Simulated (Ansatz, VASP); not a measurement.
# Two plane-wave programs on CdHg3S4

The input INCAR:

```
PREC = Accurate
ENCUT = 600
EDIFF = 1E-6
ISMEAR = 0
SIGMA = 0.1
LREAL = False
LASPH = True
NELM = 80
ALGO = Normal
ISIF = 3
LWAVE = False
LCHARG = False
GGA = PE
IBRION = 2
NSW = 90
EDIFFG = -0.04
```

KPOINTS

```
regular mesh
0
Gamma
  4 4 4
```

Contents of POSCAR:

```
CdHg3S4
1.0
   -2.9217758800      2.9217758800      5.8435517500
    2.9217758800     -2.9217758800      5.8435517500
    2.9217758800      2.9217758800     -5.8435517500
Cd Hg S
1 3 4
Direct
    0.0000000000      0.0000000000      0.0000000000
    0.5000000000      0.5000000000      0.0000000000
    0.2500000000      0.7500000000      0.5000000000
    0.7500000000      0.2500000000      0.5000000000
    0.6250000000      0.6250000000      0.5000000000
    0.1250000000      0.1250000000      0.5000000000
    0.8750000000      0.3750000000      0.0000000000
    0.3750000000      0.8750000000      0.0000000000
```

Input for Ansatz:

```yaml
crystal:
  lattice:
    - [-2.92177588, 2.92177588, 5.84355175]
    - [2.92177588, -2.92177588, 5.84355175]
    - [2.92177588, 2.92177588, -5.84355175]
  atoms:
    - { symbol: Cd, position: [0.0, 0.0, 0.0] }
    - { symbol: Hg, position: [0.5, 0.5, 0.0] }
    - { symbol: Hg, position: [0.25, 0.75, 0.5] }
    - { symbol: Hg, position: [0.75, 0.25, 0.5] }
    - { symbol: S, position: [0.625, 0.625, 0.5] }
    - { symbol: S, position: [0.125, 0.125, 0.5] }
    - { symbol: S, position: [0.875, 0.375, 0.0] }
    - { symbol: S, position: [0.375, 0.875, 0.0] }
basis:
  ecutwfc: 420
kpoints:
  mp_grid: { grid: [4, 4, 4] }
hamiltonian:
  xc: pbe
scf:
  occupations: { method: gaussian, width: 0.1 }
  lower_state_search: "off"
output:
  forces: true
  stress: true
  eigenvalues: true
relax:
  adjacent_minimum: "off"
  f_tol: 0.04
  max_steps: 70
  cell: { stress_tol: 0.4 }
```

Alike in both runs: task relaxation of cell and atoms; functional PBE; k mesh 4 × 4 × 4; occupations gaussian, width 0.1 eV; no spin polarisation.

```csv
,VASP,Ansatz
version,VASP 6.6.1,Ansatz 0.2.0
potentials or method,"VASP PAW PBE potentials, release 64 (Cd, Hg, S), cutoff 600 eV","scalar-relativistic, plane waves, PAW"
valence electrons in the cell,72,104
```

```tsv
	VASP	Ansatz	Ansatz less VASP
gap on the k mesh at the Fermi level, each at its own relaxed structure (eV)	none	none	-
relaxed volume (Å³/atom)	26.84	26.78	-0.054
relaxed cell length with the largest relative difference (Å)	7.334	7.329	-0.0049
```

A gap of «none» marks a metal or a gap that the smearing closes. VASP's potentials hold 72 valence electrons a cell and Ansatz's 104, so a difference there can come from the potentials and not from the codes.

The k mesh is coarse, so the values compare programs but aren't converged. Neither program's run includes spin-orbit coupling.
